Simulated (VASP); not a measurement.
# Hf7SiO16 (a cell with a defect) in VASP: notebook

The runs below take Hf7SiO16 (a cell with a defect) through relaxation of the atoms, single point, with PBE.

Everything below comes from runs of VASP 6.6.1. Logs are shortened: lines on timing, memory, paths and dates and some standing lists are left out, and cuts for length are marked.

## Step 1: The cell of the first run

The cell holds a defect, 24 atoms: a = 7.234 Å, b = 7.234 Å, c = 7.234 Å, α = 60.00°, β = 60.00°, γ = 60.00°.

## Step 2: Relaxation of the atoms, PBE

INCAR

```
PREC     = Accurate       # precision mode
ENCUT    = 520            # plane-wave cutoff, eV
EDIFF    = 1E-7           # SCF threshold, eV
ISMEAR   = -1             # smearing method
SIGMA    = 0.01           # smearing width, eV
LREAL    = Auto         
LASPH    = True           # aspherical terms in the spheres
NELM     = 80             # most SCF steps
ALGO     = Normal         # electronic algorithm
ISIF     = 2              # what is computed and relaxed
LWAVE    = False          # write WAVECAR
LCHARG   = False          # write CHGCAR
GGA      = PE             # functional
IBRION   = 2              # ionic algorithm
NSW      = 60             # ionic steps
EDIFFG   = -0.03          # ionic threshold
```

KPOINTS

```
Automatic mesh
0
Gamma
  3 3 3
```

POSCAR

```
Hf7SiO16
1.0
    0.0000000000      5.1150000000      5.1150000000
    5.1150000000      0.0000000000      5.1150000000
    5.1150000000      5.1150000000      0.0000000000
Si Hf O
1 7 16
Direct
    0.0000000000      0.0000000000      0.0000000000
    0.0000000000      0.0000000000      0.5000000000
    0.0000000000      0.5000000000      0.0000000000
    0.0000000000      0.5000000000      0.5000000000
    0.5000000000      0.0000000000      0.0000000000
    0.5000000000      0.0000000000      0.5000000000
    0.5000000000      0.5000000000      0.0000000000
    0.5000000000      0.5000000000      0.5000000000
    0.1250000000      0.1250000000      0.1250000000
    0.1250000000      0.1250000000      0.6250000000
    0.1250000000      0.6250000000      0.1250000000
    0.1250000000      0.6250000000      0.6250000000
    0.6250000000      0.1250000000      0.1250000000
    0.6250000000      0.1250000000      0.6250000000
    0.6250000000      0.6250000000      0.1250000000
    0.6250000000      0.6250000000      0.6250000000
    0.3750000000      0.3750000000      0.3750000000
    0.3750000000      0.3750000000      0.8750000000
    0.3750000000      0.8750000000      0.3750000000
    0.3750000000      0.8750000000      0.8750000000
    0.8750000000      0.3750000000      0.3750000000
    0.8750000000      0.3750000000      0.8750000000
    0.8750000000      0.8750000000      0.3750000000
    0.8750000000      0.8750000000      0.8750000000
```

Potentials or basis: VASP PAW PBE potentials, release 64 (Si, Hf_pv, O).

On the command line:

```
cat potpaw_PBE.64/Si/POTCAR potpaw_PBE.64/Hf_pv/POTCAR potpaw_PBE.64/O/POTCAR > POTCAR
mpirun -np 1 vasp_std > vasp.out
```

OUTCAR:

```text
PREC = Accurate
   ENCUT = 520
   EDIFF = 1E-7
   ISMEAR = -1
   LREAL = Auto
   LASPH = True
   NELM = 80
   ISIF = 2
   GGA = PE
   IBRION = 2
   NSW = 60
   EDIFFG = -0.03

 ion  position               nearest neighbor table
   1  0.000  0.000  0.000-   9 2.21  10 2.21  11 2.21  13 2.21  20 2.21  22 2.21  23 2.21  24 2.21

   2  0.000  0.000  0.500-   9 2.21  10 2.21  12 2.21  14 2.21  19 2.21  21 2.21  23 2.21  24 2.21
                             4 3.62   6 3.62   3 3.62   5 3.62   3 3.62   4 3.62   8 3.62   5 3.62
   3  0.000  0.500  0.000-   9 2.21  11 2.21  12 2.21  15 2.21  18 2.21  21 2.21  22 2.21  24 2.21
                             4 3.62   7 3.62   2 3.62   4 3.62   8 3.62   2 3.62   5 3.62   5 3.62
   4  0.000  0.500  0.500-  10 2.21  11 2.21  12 2.21  16 2.21  17 2.21  21 2.21  22 2.21  23 2.21
                             8 3.62   2 3.62   3 3.62   3 3.62   7 3.62   2 3.62   6 3.62   6 3.62
   5  0.500  0.000  0.000-   9 2.21  13 2.21  14 2.21  15 2.21  18 2.21  19 2.21  20 2.21  24 2.21
                             6 3.62   7 3.62   2 3.62   6 3.62   8 3.62   3 3.62   7 3.62   8 3.62
   6  0.500  0.000  0.500-  10 2.21  13 2.21  14 2.21  16 2.21  17 2.21  19 2.21  20 2.21  23 2.21
                             8 3.62   2 3.62   5 3.62   5 3.62   7 3.62   4 3.62   7 3.62   8 3.62
   7  0.500  0.500  0.000-  11 2.21  13 2.21  15 2.21  16 2.21  17 2.21  18 2.21  20 2.21  22 2.21
                             8 3.62   3 3.62   5 3.62   4 3.62   6 3.62   8 3.62   5 3.62   6 3.62
   8  0.500  0.500  0.500-  12 2.21  14 2.21  15 2.21  16 2.21  17 2.21  18 2.21  19 2.21  21 2.21
                             7 3.62   4 3.62   6 3.62   3 3.62   5 3.62   7 3.62   2 3.62   5 3.62
   9  0.125  0.125  0.125-   1 2.21   2 2.21   3 2.21   5 2.21
  10  0.125  0.125  0.625-   1 2.21   2 2.21   4 2.21   6 2.21
  11  0.125  0.625  0.125-   1 2.21   3 2.21   4 2.21   7 2.21
  12  0.125  0.625  0.625-   2 2.21   3 2.21   4 2.21   8 2.21
  13  0.625  0.125  0.125-   1 2.21   5 2.21   6 2.21   7 2.21
  14  0.625  0.125  0.625-   2 2.21   5 2.21   6 2.21   8 2.21
[... 8 lines left out ...]
  23  0.875  0.875  0.375-   1 2.21   2 2.21   4 2.21   6 2.21
  24  0.875  0.875  0.875-   1 2.21   2 2.21   3 2.21   5 2.21

  LATTYP: Found a face centered cubic cell.
 ALAT       =    10.2300000000

  Lattice vectors:

 A1 = (   0.0000000000,   5.1150000000,   5.1150000000)
 A2 = (   5.1150000000,   0.0000000000,   5.1150000000)
 A3 = (   5.1150000000,   5.1150000000,   0.0000000000)

Analysis of symmetry for initial positions (statically):
=====================================================================
 Subroutine PRICEL returns:
 Original cell was already a primitive cell.

 Routine SETGRP: Setting up the symmetry group for a
 face centered cubic supercell.

 Subroutine GETGRP returns: Found 48 space group operations
 (whereof 48 operations were pure point group operations)
 out of a pool of 48 trial point group operations.

The static configuration has the point symmetry O_h .

Analysis of symmetry for dynamics (positions and initial velocities):
=====================================================================
 Subroutine PRICEL returns:
 Original cell was already a primitive cell.

 Routine SETGRP: Setting up the symmetry group for a
 face centered cubic supercell.

 Subroutine GETGRP returns: Found 48 space group operations
 (whereof 48 operations were pure point group operations)
 out of a pool of 48 trial point group operations.

The dynamic configuration has the point symmetry O_h .

 Subroutine INISYM returns: Found 48 space group operations
 (whereof 48 operations are pure point group operations),
 and found     1 'primitive' translations

----------------------------------------------------------------------------------------

                                     Primitive cell

  volume of cell :     267.6498

  direct lattice vectors                    reciprocal lattice vectors
     0.000000000  5.115000000  5.115000000    -0.097751711  0.097751711  0.097751711
     5.115000000  0.000000000  5.115000000     0.097751711 -0.097751711  0.097751711
     5.115000000  5.115000000  0.000000000     0.097751711  0.097751711 -0.097751711

  length of vectors
     7.233702372  7.233702372  7.233702372     0.169310929  0.169310929  0.169310929

  position of ions in fractional coordinates (direct lattice)
     0.000000000  0.000000000  0.000000000
     0.000000000  0.000000000  0.500000000
     0.000000000  0.500000000  0.000000000
     0.000000000  0.500000000  0.500000000
     0.500000000  0.000000000  0.000000000
     0.500000000  0.000000000  0.500000000
[... 16 lines left out ...]
     0.875000000  0.875000000  0.375000000
     0.875000000  0.875000000  0.875000000

  ion indices of the primitive-cell ions
   primitive index   ion index
                 1           1
                 2           2
                 3           3
                 4           4
                 5           5
                 6           6
[... 16 lines left out ...]
                23          23
                24          24

----------------------------------------------------------------------------------------

 KPOINTS: Automatic mesh

Automatic generation of k-mesh.
 Grid dimensions read from file:
 generate k-points for:    3    3    3

 Generating k-lattice:

  Cartesian coordinates                     Fractional coordinates (reciprocal lattice)
    -0.032583904  0.032583904  0.032583904     0.333333333  0.000000000  0.000000000
     0.032583904 -0.032583904  0.032583904     0.000000000  0.333333333  0.000000000
     0.032583904  0.032583904 -0.032583904     0.000000000  0.000000000  0.333333333

  Length of vectors
     0.056436976  0.056436976  0.056436976

  Shift w.r.t. Gamma in fractional coordinates (k-lattice)
     0.000000000  0.000000000  0.000000000

 Subroutine IBZKPT returns following result:
 ===========================================

 Found      4 irreducible k-points:

 Following reciprocal coordinates:
            Coordinates               Weight
  0.000000  0.000000  0.000000      1.000000
  0.333333  0.000000  0.000000      8.000000
  0.333333  0.333333  0.000000      6.000000
 -0.333333  0.333333  0.000000     12.000000
   k-points           NKPTS =      4   k-points in BZ     NKDIM =      4   number of bands    NBANDS=    102
   number of dos      NEDOS =    301   number of ions     NIONS =     24
   total plane-waves  NPLWV = 157464
   dimension x,y,z NGX =    54 NGY =   54 NGZ =   54
   dimension x,y,z NGXF=   108 NGYF=  108 NGZF=  108
   ions per type =               1   7  16
   NGX,Y,Z   is equivalent  to a cutoff of  12.41, 12.41, 12.41 a.u.
   NGXF,Y,Z  is equivalent  to a cutoff of  24.82, 24.82, 24.82 a.u.
 SYSTEM =  unknown system
   PREC   = accura    normal or accurate (medium, high low for compatibility)
   ISTART =      0    job   : 0-new  1-cont  2-samecut
   ICHARG =      2    charge: 1-file 2-atom 10-const
   ISPIN  =      1    spin polarized calculation?
   LNONCOLLINEAR =      F non collinear calculations
   LSORBIT =      F    spin-orbit coupling
   LASPH  =      T    aspherical Exc in radial PAW
   ENCUT  =  520.0 eV  38.22 Ry    6.18 a.u.  13.45 13.45 13.45*2*pi/ulx,y,z
   NELM   =     80;   NELMIN=  2; NELMDL= -5     # of ELM steps
   EDIFF  = 0.1E-06   stopping-criterion for ELM
   LREAL  =      T    real-space projection
   EDIFFG = -.3E-01   stopping-criterion for IOM
   NSW    =     60    number of steps for IOM
   IBRION =      2    ionic relax: 0-MD 1-quasi-New 2-CG
   NFREE  =      1    steps in history (QN), initial steepest desc. (CG)
   ISIF   =      2    stress and relaxation
   ISYM   =      2    0-nonsym 1-usesym 2-fastsym
   POTIM  = 0.5000    time-step for ionic-motion
   TEBEG  =    0.0;   TEEND  =   0.0 temperature during run
   PSTRESS=    0.0 pullay stress
   NELECT =     170.0000    total number of electrons
   NUPDOWN=      -1.0000    fix difference up-down
   EMIN   =  10.00;   EMAX   =-10.00  energy-range for DOS
   EFERMI =   0.00;   METHOD = LEGACY
   ISMEAR =    -1;   SIGMA  =   0.01  broadening in eV -4-tet -1-fermi 0-gaus
   EFERMI_NEDOS =   21; number of points for ismear=-14 and -15
   IALGO  =     38    algorithm
   IMIX   =      4    mixing-type and parameters
     AMIX     =   0.40;   BMIX     =  1.00
     AMIX_MAG =   1.60;   BMIX_MAG =  1.00
  volume/ion in A,a.u.               =      11.15        75.26
  Fermi-wavevector in a.u.,A,eV,Ry     =   1.407242  2.659302 26.944032  1.980330
  Thomas-Fermi vector in A             =   2.529521
   LORBIT       =      0    0 simple, 1 ext, 2 COOP (PROOUT), +10 PAW based schemes
   GGA     = PE    functional components
   LHFCALC =     F    Hartree Fock is set to
   AEXX    =    0.0000 exact exchange contribution
   IVDW    =     0    specifies the selected vdW correction
   LEPSILON=     F    determine dielectric tensor
   LRPA    =     F    only Hartree local field effects (RPA)
 conjugate gradient relaxation of ions
 non-spin polarized calculation
  energy-cutoff  :      520.00
  volume of cell :      267.65
 maximum number of plane-waves:      7239
 NGX is ok and might be reduce to    54
   NGX = 27   NGY = 27   NGZ = 27

--------------------------------------- Ionic step        1  -------------------------------------------

 number of electron     169.9999946 magnetization

 Free energy of the ion-electron system (eV)
  ---------------------------------------------------
  ext. energy  EPLUGINS =         0.00000000
  ---------------------------------------------------
  free energy    TOTEN  =      -229.64975261 eV

  energy without entropy =     -229.64975261  energy(sigma->0) =     -229.64975261

------------------------ aborting loop because EDIFF is reached ----------------------------------------

  FORCE on cell =-STRESS in cart. coord.  units (eV):
  Direction    XX          YY          ZZ          XY          YZ          ZX
  --------------------------------------------------------------------------------------
  -------------------------------------------------------------------------------------
  Total      -16.9658240    -16.9658240    -16.9658240      0.0000000     -0.0000000      0.0000000
  in kB     -101.5590503   -101.5590503   -101.5590503      0.0000000     -0.0000000      0.0000000
  external PRESSURE =    -101.5590503 kB  Pullay stress =       0.0000000 kB
[... 217 lines left out ...]
  energy  without entropy=     -230.0232918904  energy(sigma->0) =     -230.02329189

--------------------------------------- Ionic step        5  -------------------------------------------

 number of electron     170.0000050 magnetization

 Free energy of the ion-electron system (eV)
  ---------------------------------------------------
  ext. energy  EPLUGINS =         0.00000000
  ---------------------------------------------------
  free energy    TOTEN  =      -230.03086157 eV

  energy without entropy =     -230.03086157  energy(sigma->0) =     -230.03086157

 E-fermi :   4.5395     XC(G=0): -11.5697

 val. band max:        4.2894672318   @ k =   0.0000   0.0000   0.0000
 cond. band min:       5.8788836741   @ k =   0.0000   0.0000   0.0000
 fundamental gap:      1.5894164423
 Fermi energy:         4.5395129865

 k-point     1 :       0.0000    0.0000    0.0000
  band No.  band energies     occupation
      1     -26.4135      2.00000
      2     -26.4135      2.00000
      3     -26.4135      2.00000
      4     -26.1412      2.00000
      5     -26.0355      2.00000
      6     -26.0355      2.00000
[... 389 lines left out ...]
     96       8.8145      0.00000
     97       8.8510      0.00000
 [bands above 97 left out]

------------------------ aborting loop because EDIFF is reached ----------------------------------------

  FORCE on cell =-STRESS in cart. coord.  units (eV):
  Direction    XX          YY          ZZ          XY          YZ          ZX
  --------------------------------------------------------------------------------------
  -------------------------------------------------------------------------------------
  Total      -20.1021665    -20.1021665    -20.1021665     -0.0000000     -0.0000000      0.0000000
  in kB     -120.3334971   -120.3334971   -120.3334971     -0.0000000     -0.0000000      0.0000000
  external PRESSURE =    -120.3334971 kB  Pullay stress =       0.0000000 kB
[... 39 lines left out ...]
  FREE ENERGIE OF THE ION-ELECTRON SYSTEM (eV)
  ---------------------------------------------------
  free  energy   TOTEN  =      -230.0308615657 eV

  energy  without entropy=     -230.0308615657  energy(sigma->0) =     -230.03086157

 reached required accuracy - stopping structural energy minimisation
```

Run time: 20 min. Hardware: 1 thread of Intel Xeon Platinum 8259CL at 2.50GHz (Skylake/Cascade Lake), shared host; peak memory 0.47 GiB.

What came out:

```yaml
Free_energy: -230.0309 eV
Energy_gained_by_relaxing: 15.9 meV/atom
Ionic_steps: 5
Pressure_after_relaxing: -12.0 GPa
Largest_force_after_relaxing: 0.028 eV/Å
Band_gap_on_the_k_mesh: 1.59 eV
```

Forces in eV/Å, atoms in the order of the input:
```
Si   0.000  0.000  0.000
Hf   0.000  0.000  0.000
Hf   0.000  0.000  0.000
Hf   0.000  0.000  0.000
Hf   0.000  0.000  0.000
Hf   0.000  0.000  0.000
Hf   0.000  0.000  0.000
Hf   0.000  0.000  0.000
O    0.006  0.006  0.006
O   -0.006 -0.006  0.006
O   -0.006  0.006 -0.006
O   -0.016  0.016  0.016
O    0.006 -0.006 -0.006
O    0.016 -0.016  0.016
O    0.016  0.016 -0.016
O   -0.016 -0.016 -0.016
O    0.016  0.016  0.016
O   -0.016 -0.016  0.016
O   -0.016  0.016 -0.016
O   -0.006  0.006  0.006
O    0.016 -0.016 -0.016
O    0.006 -0.006  0.006
O    0.006  0.006 -0.006
O   -0.006 -0.006 -0.006
```

The path:
| step | energy change (eV) | largest force (eV/Å) | pressure (GPa) |
| --- | --- | --- | --- |
| 1 | 0.0000 | 1.0870 | -10.16 |
| 2 | -0.3247 | 0.3947 | -11.46 |
| 3 | -0.3735 | 0.2008 | -12.00 |
| 4 | -0.3735 | 0.2015 | -12.03 |
| 5 | -0.3811 | 0.0281 | -12.03 |

Final structure:
```
CELL_PARAMETERS angstrom
0.00000 5.11500 5.11500
5.11500 0.00000 5.11500
5.11500 5.11500 0.00000
ATOMIC_POSITIONS crystal
Si 0.00000 0.00000 0.00000
Hf 0.00000 0.00000 0.50000
Hf 0.00000 0.50000 0.00000
Hf 0.00000 0.50000 0.50000
Hf 0.50000 0.00000 0.00000
Hf 0.50000 0.00000 0.50000
Hf 0.50000 0.50000 0.00000
Hf 0.50000 0.50000 0.50000
O 0.12036 0.12036 0.12036
O 0.12036 0.12036 0.63891
O 0.12036 0.63891 0.12036
O 0.12131 0.62623 0.62623
O 0.63891 0.12036 0.12036
O 0.62623 0.12131 0.62623
O 0.62623 0.62623 0.12131
O 0.62623 0.62623 0.62623
O 0.37377 0.37377 0.37377
O 0.37377 0.37377 0.87869
O 0.37377 0.87869 0.37377
O 0.36109 0.87964 0.87964
O 0.87869 0.37377 0.37377
O 0.87964 0.36109 0.87964
O 0.87964 0.87964 0.36109
O 0.87964 0.87964 0.87964
```

Caveat: spin-orbit coupling is left out, which moves the levels of the heavy elements.

## Step 3: Single point, PBE

INCAR

```
SYSTEM = Hf7SiO16
PREC     = Accurate       ! precision mode
ENCUT    = 520            ! plane-wave cutoff, eV
EDIFF    = 1E-7           ! SCF threshold, eV
ISMEAR   = -1             ! smearing method
SIGMA    = 0.01           ! smearing width, eV
LREAL    = Auto         
LASPH    = .TRUE.         ! aspherical terms in the spheres
NELM     = 60             ! most SCF steps
ALGO     = Normal         ! electronic algorithm
ISIF     = 2              ! what is computed and relaxed
LWAVE    = .FALSE.        ! write WAVECAR
LCHARG   = .TRUE.         ! write CHGCAR
GGA      = PE             ! functional
LELF     = .TRUE.         ! ELF
LVHAR    = .TRUE.       
NBANDS   = 103            ! bands
```

KPOINTS

```
Automatic mesh
0
G
  3 3 3
  0 0 0
```

POSCAR

```
Hf7SiO16
1.0
    0.0000000000      5.1150000000      5.1150000000
    5.1150000000      0.0000000000      5.1150000000
    5.1150000000      5.1150000000      0.0000000000
Si Hf O
1 7 16
Direct
    0.0000000000      0.0000000000      0.0000000000
    0.0000000000      0.0000000000      0.5000000000
    0.0000000000      0.5000000000      0.0000000000
    0.0000000000      0.5000000000      0.5000000000
    0.5000000000      0.0000000000      0.0000000000
    0.5000000000      0.0000000000      0.5000000000
    0.5000000000      0.5000000000      0.0000000000
    0.5000000000      0.5000000000      0.5000000000
    0.1199979839      0.1199979839      0.1199979839
    0.1199979839      0.1199979839      0.6400060484
    0.1199979839      0.6400060484      0.1199979839
    0.1214331362      0.6261889546      0.6261889546
    0.6400060484      0.1199979839      0.1199979839
    0.6261889546      0.1214331362      0.6261889546
    0.6261889546      0.6261889546      0.1214331362
    0.6261889546      0.6261889546      0.6261889546
    0.3738110454      0.3738110454      0.3738110454
    0.3738110454      0.3738110454      0.8785668638
    0.3738110454      0.8785668638      0.3738110454
    0.3599939516      0.8800020161      0.8800020161
    0.8785668638      0.3738110454      0.3738110454
    0.8800020161      0.3599939516      0.8800020161
    0.8800020161      0.8800020161      0.3599939516
    0.8800020161      0.8800020161      0.8800020161
```

Potentials or basis: VASP PAW PBE potentials, release 64 (Si, Hf_pv, O).

On the command line:

```
cat potpaw_PBE.64/Si/POTCAR potpaw_PBE.64/Hf_pv/POTCAR potpaw_PBE.64/O/POTCAR > POTCAR
mpirun -np 1 vasp_std > vasp.out
```

Run time: 9.8 min. Hardware: 1 thread of Intel Xeon 8259CL, shared host; peak memory 0.43 GiB.

The run converged. Its results:

* Free energy: -230.0275 eV
* Pressure: -12.1 GPa
* Largest force: 0.121 eV/Å
* Band gap on the k mesh: 1.61 eV

Forces in eV/Å, atoms in the order of the input:
```
Si   0.000  0.000  0.000
Hf   0.000  0.000  0.000
Hf   0.000  0.000  0.000
Hf   0.000  0.000  0.000
Hf   0.000  0.000  0.000
Hf   0.000  0.000  0.000
Hf   0.000  0.000  0.000
Hf   0.000  0.000  0.000
O    0.070  0.070  0.070
O   -0.070 -0.070  0.070
O   -0.070  0.070 -0.070
O    0.003 -0.003 -0.003
O    0.070 -0.070 -0.070
O   -0.003  0.003 -0.003
O   -0.003 -0.003  0.003
O    0.003  0.003  0.003
O   -0.003 -0.003 -0.003
O    0.003  0.003 -0.003
O    0.003 -0.003  0.003
O   -0.070  0.070  0.070
O   -0.003  0.003  0.003
O    0.070 -0.070  0.070
O    0.070  0.070 -0.070
O   -0.070 -0.070 -0.070
```

Levels at points of the mesh, in eV from the valence-band top:
| k point | band 81 | band 82 | band 83 | band 84 | band 85 | band 86 | band 87 | band 88 | band 89 | band 90 |
| --- | --- | --- | --- | --- | --- | --- | --- | --- | --- | --- |
| (0.00, 0.00, 0.00) | -0.76 | -0.76 | -0.05 | 0.00 | 0.00 | 1.61 | 3.51 | 3.51 | 3.61 | 3.61 |

Caveat: spin-orbit coupling is left out, which moves the levels of the heavy elements.
